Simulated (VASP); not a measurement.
# SiO2 (P4_12_12) in VASP: notebook

SiO2 is run at these levels: PBE; tasks: single point.

All numbers are computed with VASP 6.6.1; they aren't measurements. Logs are shortened: lines on timing, memory, paths and dates and some standing lists are left out, and cuts for length are marked.

## Step 1: The cell of the first run

The structure is tetragonal, space group P4_12_12 (No. 92). The conventional cell has a = 4.973 Å, b = 4.973 Å, c = 6.926 Å, α = 90.00°, β = 90.00°, γ = 90.00°. Within 2.2 Å of Si (site symmetry 2) lie 4 O at 1.62 to 1.63 Å. Within 2.2 Å of O (site symmetry 1) lie 2 Si at 1.62 to 1.63 Å.

## Step 2: Single point, PBE

Input file INCAR:

```
ALGO = Normal
EDIFF = 1E-7
ENCUT = 520
GGA = PE
ISIF = 2
ISMEAR = -1
LASPH = True
LCHARG = False
LREAL = False
LWAVE = False
NBANDS = 44
NELM = 60
PREC = Accurate
SIGMA = 0.02
```

Input file KPOINTS:

```
k-points
0
Gamma
  6 6 5
```

Input file POSCAR:

```
SiO2
1.0
    4.9727000000      0.0000000000      0.0000000000
    0.0000000000      4.9727000000      0.0000000000
    0.0000000000      0.0000000000      6.9257000000
Si O
4 8
Direct
    0.3054899007      0.3054899007      0.0000000000
    0.1945100993      0.8054899007      0.2500000000
    0.6945100993      0.6945100993      0.5000000000
    0.8054899007      0.1945100993      0.7500000000
    0.2364503307      0.1166506204      0.1851607926
    0.3833493796      0.7364503307      0.4351607926
    0.7635496693      0.8833493796      0.6851607926
    0.6166506204      0.2635496693      0.9351607926
    0.7364503307      0.3833493796      0.5648392074
    0.8833493796      0.7635496693      0.3148392074
    0.2635496693      0.6166506204      0.0648392074
    0.1166506204      0.2364503307      0.8148392074
```

Potentials or basis: VASP PAW PBE potentials, release 64 (Si, O).

Run with:

```console
$ cat potpaw_PBE.64/Si/POTCAR potpaw_PBE.64/O/POTCAR > POTCAR
$ mpirun -np 1 vasp_std > vasp.out
```

OUTCAR:

```text
EDIFF = 1E-7
   ENCUT = 520
   GGA = PE
   ISIF = 2
   ISMEAR = -1
   LASPH = True
   LREAL = False
   NELM = 60
   PREC = Accurate

 ion  position               nearest neighbor table
   1  0.305  0.305  0.000-   8 1.62  11 1.62   5 1.63  12 1.63   2 3.08   4 3.08   2 3.08   4 3.08

   2  0.195  0.805  0.250-   5 1.62  10 1.62   6 1.63  11 1.63   1 3.08   3 3.08   1 3.08   3 3.08

   3  0.695  0.695  0.500-   6 1.62   9 1.62   7 1.63  10 1.63   2 3.08   4 3.08   4 3.08   2 3.08

   4  0.805  0.195  0.750-   7 1.62  12 1.62   9 1.63   8 1.63   1 3.08   3 3.08   3 3.08   1 3.08

   5  0.236  0.117  0.185-   2 1.62   1 1.63
   6  0.383  0.736  0.435-   3 1.62   2 1.63
   7  0.764  0.883  0.685-   4 1.62   3 1.63
   8  0.617  0.264  0.935-   1 1.62   4 1.63
   9  0.736  0.383  0.565-   3 1.62   4 1.63
  10  0.883  0.764  0.315-   2 1.62   3 1.63
  11  0.264  0.617  0.065-   1 1.62   2 1.63
  12  0.117  0.236  0.815-   4 1.62   1 1.63

  LATTYP: Found a simple tetragonal cell.
 ALAT       =     4.9727000000
 C/A-ratio  =     1.3927443843

  Lattice vectors:

 A1 = (   4.9727000000,   0.0000000000,   0.0000000000)
 A2 = (   0.0000000000,   4.9727000000,   0.0000000000)
 A3 = (   0.0000000000,   0.0000000000,   6.9257000000)

Analysis of symmetry for initial positions (statically):
=====================================================================
 Subroutine PRICEL returns:
 Original cell was already a primitive cell.

 Routine SETGRP: Setting up the symmetry group for a
 simple tetragonal supercell.

 Subroutine GETGRP returns: Found  8 space group operations
 (whereof  2 operations were pure point group operations)
 out of a pool of 16 trial point group operations.

The static configuration has the point symmetry C_2 .
 The point group associated with its full space group is D_4 .

Analysis of symmetry for dynamics (positions and initial velocities):
=====================================================================
 Subroutine PRICEL returns:
 Original cell was already a primitive cell.

 Routine SETGRP: Setting up the symmetry group for a
 simple tetragonal supercell.

 Subroutine GETGRP returns: Found  8 space group operations
 (whereof  2 operations were pure point group operations)
 out of a pool of 16 trial point group operations.

The dynamic configuration has the point symmetry C_2 .
 The point group associated with its full space group is D_4 .

 Subroutine INISYM returns: Found  8 space group operations
 (whereof  2 operations are pure point group operations),
 and found     1 'primitive' translations

----------------------------------------------------------------------------------------

                                     Primitive cell

  volume of cell :     171.2569

  direct lattice vectors                    reciprocal lattice vectors
     4.972700000  0.000000000  0.000000000     0.201097995  0.000000000  0.000000000
     0.000000000  4.972700000  0.000000000     0.000000000  0.201097995  0.000000000
     0.000000000  0.000000000  6.925700000     0.000000000  0.000000000  0.144389737

  length of vectors
     4.972700000  4.972700000  6.925700000     0.201097995  0.201097995  0.144389737

  position of ions in fractional coordinates (direct lattice)
     0.305489901  0.305489901  0.000000000
     0.194510099  0.805489901  0.250000000
     0.694510099  0.694510099  0.500000000
     0.805489901  0.194510099  0.750000000
     0.236450331  0.116650620  0.185160793
     0.383349380  0.736450331  0.435160793
     0.763549669  0.883349380  0.685160793
     0.616650620  0.263549669  0.935160793
     0.736450331  0.383349380  0.564839207
     0.883349380  0.763549669  0.314839207
     0.263549669  0.616650620  0.064839207
     0.116650620  0.236450331  0.814839207

  ion indices of the primitive-cell ions
   primitive index   ion index
                 1           1
                 2           2
                 3           3
                 4           4
                 5           5
                 6           6
                 7           7
                 8           8
                 9           9
                10          10
                11          11
                12          12

----------------------------------------------------------------------------------------

 KPOINTS: k-points

Automatic generation of k-mesh.
 Grid dimensions read from file:
 generate k-points for:    6    6    5

 Generating k-lattice:

  Cartesian coordinates                     Fractional coordinates (reciprocal lattice)
     0.033516333  0.000000000  0.000000000     0.166666667  0.000000000  0.000000000
     0.000000000  0.033516333  0.000000000     0.000000000  0.166666667  0.000000000
     0.000000000  0.000000000  0.028877947     0.000000000  0.000000000  0.200000000

  Length of vectors
     0.033516333  0.033516333  0.028877947

  Shift w.r.t. Gamma in fractional coordinates (k-lattice)
     0.000000000  0.000000000  0.000000000

 Subroutine IBZKPT returns following result:
 ===========================================

 Found     30 irreducible k-points:

 Following reciprocal coordinates:
            Coordinates               Weight
  0.000000  0.000000  0.000000      1.000000
  0.166667  0.000000  0.000000      4.000000
  0.333333  0.000000  0.000000      4.000000
  0.500000  0.000000  0.000000      2.000000
  0.166667  0.166667  0.000000      4.000000
  0.333333  0.166667  0.000000      8.000000
[... 16 lines left out ...]
  0.333333  0.000000  0.400000      8.000000
  0.500000  0.000000  0.400000      4.000000
 [... further k-points ...]
   k-points           NKPTS =     30   k-points in BZ     NKDIM =     30   number of bands    NBANDS=     44
   number of dos      NEDOS =    301   number of ions     NIONS =     12
   total plane-waves  NPLWV =  86400
   dimension x,y,z NGX =    40 NGY =   40 NGZ =   54
   dimension x,y,z NGXF=    80 NGYF=   80 NGZF=  108
   ions per type =               4   8
   NGX,Y,Z   is equivalent  to a cutoff of  13.37, 13.37, 12.96 a.u.
   NGXF,Y,Z  is equivalent  to a cutoff of  26.75, 26.75, 25.92 a.u.
 SYSTEM =  unknown system
   PREC   = accura    normal or accurate (medium, high low for compatibility)
   ISTART =      0    job   : 0-new  1-cont  2-samecut
   ICHARG =      2    charge: 1-file 2-atom 10-const
   ISPIN  =      1    spin polarized calculation?
   LNONCOLLINEAR =      F non collinear calculations
   LSORBIT =      F    spin-orbit coupling
   LASPH  =      T    aspherical Exc in radial PAW
   ENCUT  =  520.0 eV  38.22 Ry    6.18 a.u.   9.25  9.25 12.88*2*pi/ulx,y,z
   NELM   =     60;   NELMIN=  2; NELMDL= -5     # of ELM steps
   EDIFF  = 0.1E-06   stopping-criterion for ELM
   LREAL  =      F    real-space projection
   EDIFFG = 0.1E-05   stopping-criterion for IOM
   NSW    =      0    number of steps for IOM
   IBRION =     -1    ionic relax: 0-MD 1-quasi-New 2-CG
   NFREE  =      0    steps in history (QN), initial steepest desc. (CG)
   ISIF   =      2    stress and relaxation
   ISYM   =      2    0-nonsym 1-usesym 2-fastsym
   POTIM  = 0.5000    time-step for ionic-motion
   TEBEG  =    0.0;   TEEND  =   0.0 temperature during run
   PSTRESS=    0.0 pullay stress
   NELECT =      64.0000    total number of electrons
   NUPDOWN=      -1.0000    fix difference up-down
   EMIN   =  10.00;   EMAX   =-10.00  energy-range for DOS
   EFERMI =   0.00;   METHOD = LEGACY
   ISMEAR =    -1;   SIGMA  =   0.02  broadening in eV -4-tet -1-fermi 0-gaus
   EFERMI_NEDOS =   21; number of points for ismear=-14 and -15
   IALGO  =     38    algorithm
   IMIX   =      4    mixing-type and parameters
     AMIX     =   0.40;   BMIX     =  1.00
     AMIX_MAG =   1.60;   BMIX_MAG =  1.00
  volume/ion in A,a.u.               =      14.27        96.31
  Fermi-wavevector in a.u.,A,eV,Ry     =   1.179194  2.228354 18.918895  1.390500
  Thomas-Fermi vector in A             =   2.315510
   LORBIT       =      0    0 simple, 1 ext, 2 COOP (PROOUT), +10 PAW based schemes
   GGA     = PE    functional components
   LHFCALC =     F    Hartree Fock is set to
   AEXX    =    0.0000 exact exchange contribution
   IVDW    =     0    specifies the selected vdW correction
   LEPSILON=     F    determine dielectric tensor
   LRPA    =     F    only Hartree local field effects (RPA)
 non-spin polarized calculation
  energy-cutoff  :      520.00
  volume of cell :      171.26
 maximum number of plane-waves:      4638
 NGX is ok and might be reduce to    40
   NGX = 19   NGY = 19   NGZ = 25

 number of electron      64.0000020 magnetization

 Free energy of the ion-electron system (eV)
  ---------------------------------------------------
  ext. energy  EPLUGINS =         0.00000000
  ---------------------------------------------------
  free energy    TOTEN  =       -94.88857998 eV

  energy without entropy =      -94.88857998  energy(sigma->0) =      -94.88857998

 E-fermi :   0.6089     XC(G=0):  -8.4891

 val. band max:        0.1520083713   @ k =   0.0000   0.0000   0.0000
 cond. band min:       5.7746484226   @ k =   0.0000   0.0000   0.0000
 fundamental gap:      5.6226400512
 Fermi energy:         0.6089392931

 k-point     1 :       0.0000    0.0000    0.0000
  band No.  band energies     occupation
      1     -19.2049      2.00000
      2     -18.3168      2.00000
      3     -18.3168      2.00000
      4     -17.1917      2.00000
      5     -17.1267      2.00000
      6     -17.1213      2.00000
[... 36 lines left out ...]
     43      11.4627      0.00000
     44      11.7837      0.00000
[... 1040 lines left out ...]
      4     -17.7945      2.00000
      5     -17.1870      2.00000
      6     -17.1870      2.00000
[... 36 lines left out ...]
     43      11.4398      0.00000
     44      11.4399      0.00000

 [... further k-points ...]

------------------------ aborting loop because EDIFF is reached ----------------------------------------

  FORCE on cell =-STRESS in cart. coord.  units (eV):
  Direction    XX          YY          ZZ          XY          YZ          ZX
  --------------------------------------------------------------------------------------
  -------------------------------------------------------------------------------------
  Total        1.6077055      1.6077055      1.1254600      0.0000000      0.0000000     -0.0000000
  in kB       15.0407292     15.0407292     10.5291288      0.0000000      0.0000000     -0.0000000
  external PRESSURE =      13.5368624 kB  Pullay stress =       0.0000000 kB

 VOLUME and BASIS-vectors are now :
 -----------------------------------------------------------------------------
  energy-cutoff  :      520.00
  volume of cell :      171.26
      direct lattice vectors                 reciprocal lattice vectors
     4.972700000  0.000000000  0.000000000     0.201097995  0.000000000  0.000000000
     0.000000000  4.972700000  0.000000000     0.000000000  0.201097995  0.000000000
     0.000000000  0.000000000  6.925700000     0.000000000  0.000000000  0.144389737

 POSITION                                       TOTAL-FORCE (eV/Angst)
 -----------------------------------------------------------------------------------
      1.51911      1.51911      0.00000        -0.001155     -0.001155     -0.000000
      0.96724      4.00546      1.73142         0.001155     -0.001155     -0.000000
      3.45359      3.45359      3.46285         0.001155      0.001155     -0.000000
      4.00546      0.96724      5.19428        -0.001155      0.001155     -0.000000
      1.17580      0.58007      1.28237         0.011792      0.014338     -0.007014
      1.90628      3.66215      3.01379        -0.014338      0.011792     -0.007014
      3.79690      4.39263      4.74522        -0.011792     -0.014338     -0.007014
      3.06642      1.31055      6.47664         0.014338     -0.011792     -0.007014
      3.66215      1.90628      3.91191         0.011792     -0.014338      0.007014
      4.39263      3.79690      2.18048        -0.014338     -0.011792      0.007014
      1.31055      3.06642      0.44906        -0.011792      0.014338      0.007014
      0.58007      1.17580      5.64333         0.014338      0.011792      0.007014
 -----------------------------------------------------------------------------------
    total drift:                               -0.000000      0.000000      0.000000

  FREE ENERGIE OF THE ION-ELECTRON SYSTEM (eV)
  ---------------------------------------------------
  free  energy   TOTEN  =       -94.8885799780 eV

  energy  without entropy=      -94.8885799780  energy(sigma->0) =      -94.88857998
```

Wall time 4.4 min (1 thread of Intel Xeon Platinum 8259CL at 2.50GHz (Skylake/Cascade Lake), shared host); peak memory 0.35 GiB.

Results:

```
Free energy            : -94.8886 eV
Pressure               : 1.4 GPa
Largest force          : 0.020 eV/Å
Band gap on the k mesh : 5.62 eV
```

Forces in eV/Å, atoms in the order of the input:
```
Si  -0.001 -0.001  0.000
Si   0.001 -0.001  0.000
Si   0.001  0.001  0.000
Si  -0.001  0.001  0.000
O    0.012  0.014 -0.007
O   -0.014  0.012 -0.007
O   -0.012 -0.014 -0.007
O    0.014 -0.012 -0.007
O    0.012 -0.014  0.007
O   -0.014 -0.012  0.007
O   -0.012  0.014  0.007
O    0.014  0.012  0.007
```

(Part 1 of 2 ends here.)
